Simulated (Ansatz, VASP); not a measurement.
## One calculation of Mo, two programs

```
CELL_PARAMETERS angstrom
0.00000 2.04599 2.04599
2.04599 0.00000 2.04599
2.04599 2.04599 0.00000
ATOMIC_POSITIONS crystal
Mo 0.00000 0.00000 0.00000
```

Alike in both runs: task single point; functional r2SCAN; k mesh 15 × 15 × 15; occupations fermi-dirac, width 0.1 eV; no spin polarisation.

|  | VASP | Ansatz |
| --- | --- | --- |
| version | VASP 6.6.1 | Ansatz 0.2.0 |
| potentials or method | VASP PAW PBE potentials, release 64 (Mo_sv), cutoff 520 eV | plane waves (500 eV) with PAW, scalar-relativistic |
| valence electrons in the cell | 14 | 14 |

|  | VASP | Ansatz | Ansatz less VASP |
| --- | --- | --- | --- |
| pressure (GPa) | -15.7 | -16.4 | -0.70 |

VASP's potentials were made for PBE, not for r2SCAN. The functional is the same, so the differences come from potentials, cutoffs and numerics.
